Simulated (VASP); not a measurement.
HgH: single point with r2SCAN

Crystal: HgH.

```
Hg H
1.0
     3.51367    0.00000    0.00000
    -1.75683    3.04293    0.00000
     0.00000    0.00000    5.33913
Hg H
2 2
Direct
  0.66667 0.33333 0.75000
  0.33333 0.66667 0.25000
  0.00000 0.00000 0.00000
  0.00000 0.00000 0.50000
```

```
Program                : VASP 6.6.1
Task                   : single point
Functional             : r2SCAN
Potentials or basis    : VASP PAW PBE potentials, release 64 (Hg, H)
Cutoff                 : 520 eV
k mesh                 : 12 × 12 × 8
Occupations            : gaussian, width 0.1 eV
Spin                   : no spin polarisation
Dipole correction      : no
Further INCAR settings : ALGO = Normal; EDIFF = 1e-06; NBANDS = 21
```

```yaml
Pressure: 0.2 GPa
Band_gap_on_the_k_mesh: zero (bands 13 and 14 overlap by 4.76 eV)
```

Levels at points of the mesh, in eV from the Fermi level:
```tsv
k point	band 10	band 11	band 12	band 13	band 14	band 15	band 16	band 17
(0.00, 0.00, 0.00)	-6.19	-6.19	-4.46	-1.67	3.92	8.05	10.25	10.25
(0.50, 0.00, 0.00)	-6.05	-4.71	-3.24	-0.29	1.42	2.83	3.52	5.27
(0.00, 0.00, 0.50)	-6.33	-6.33	-6.33	2.78	2.78	8.39	8.39	10.90
(0.50, 0.00, 0.50)	-6.19	-3.14	-3.14	-1.98	-1.98	5.26	5.26	7.43
```

Wall time 11 min on 1 thread of Intel Xeon 8259CL, on a shared host, peak memory 0.25 GiB.

Caveat: the PAW data sets were made with another functional, which shifts forces and pressure a little; spin-orbit coupling is left out, which moves the levels of the heavy elements.
